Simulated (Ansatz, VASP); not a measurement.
Si2C: VASP beside Ansatz

File INCAR:

```
SYSTEM = Si2C
PREC = Accurate
ENCUT = 520
EDIFF = 1E-7
ISMEAR = 0
SIGMA = 0.1
LREAL = .False.
LASPH = .True.
NELM = 150
ALGO = Normal
ISIF = 2
LWAVE = .False.
LCHARG = .False.
ISPIN = 2
MAGMOM = 0 0 1
LORBIT = 11
GGA = PE
NBANDS = 17
```

The input KPOINTS:

```
regular mesh
0
Gamma
  6 6 4
  0 0 0
```

POSCAR

```
Si2C
1.0
    2.7522599400      0.0000000000      0.0000000000
   -1.3761299700      2.3835270300      0.0000000000
    0.0000000000      0.0000000000      5.3944294900
Si C
2 1
Direct
    0.0000000000      0.0000000000      0.7500000000
    0.0000000000      0.0000000000      0.2500000000
    0.3333333300      0.6666666700      0.0000000000
```

Input for Ansatz:

```yaml
crystal:
  lattice:
    - [2.75225994, 0.0, 0.0]
    - [-1.37612997, 2.38352703, 0.0]
    - [0.0, 0.0, 5.39442949]
  atoms:
    - { symbol: Si, position: [0.0, 0.0, 0.75] }
    - { symbol: Si, position: [0.0, 0.0, 0.25] }
    - { symbol: C, position: [0.33333333, 0.66666667, 0.0], spin: 1.0 }
basis:
  ecutwfc: 420
kpoints:
  mp_grid: { grid: [6, 6, 4] }
hamiltonian:
  xc: pbe
scf:
  occupations: { method: gaussian, width: 0.1 }
  lower_state_search: "off"
output:
  forces: true
  stress: true
  eigenvalues: true
  populations: true
magnetization:
  spin_polarized: true
```

Change from the starting cell: ordered vacancies on the anion sites of tungsten carbide (P-6m2, No. 187).

Alike in both runs: task single point; functional PBE; k mesh 6 × 6 × 4; occupations gaussian, width 0.1 eV; collinear spin.

```csv
,VASP,Ansatz
version,VASP 6.6.1,Ansatz 0.2.0
potentials or method,"VASP PAW PBE potentials, release 64 (Si, C), cutoff 520 eV","scalar-relativistic, plane waves, PAW"
valence electrons in the cell,12,12
```

```tsv
	VASP	Ansatz	Ansatz less VASP
gap on the k mesh at the Fermi level (eV)	none	none	-
pressure (GPa)	-2.1	-2.1	-0.05
traceless stress, the component that is largest in VASP (GPa)	-22.16	-22.39	-0.233
rms of the force components (eV/Å)	0.676	0.682	+0.0066
net moment per atom (μB)	0.06	0.05	-0.002
size of the moment on the site where the two differ most (μB)	0.09	0.11	+0.020
```

Site moments also hang on the region over which each program counts them. Atom by atom the forces differ by 0.007 eV/Å (rms over components). A gap of «none» marks a metal or a gap that the smearing closes. With one functional, cell and mesh, what is left measures potentials, basis and numerics.

The k mesh is coarse, so the values compare programs but aren't converged.
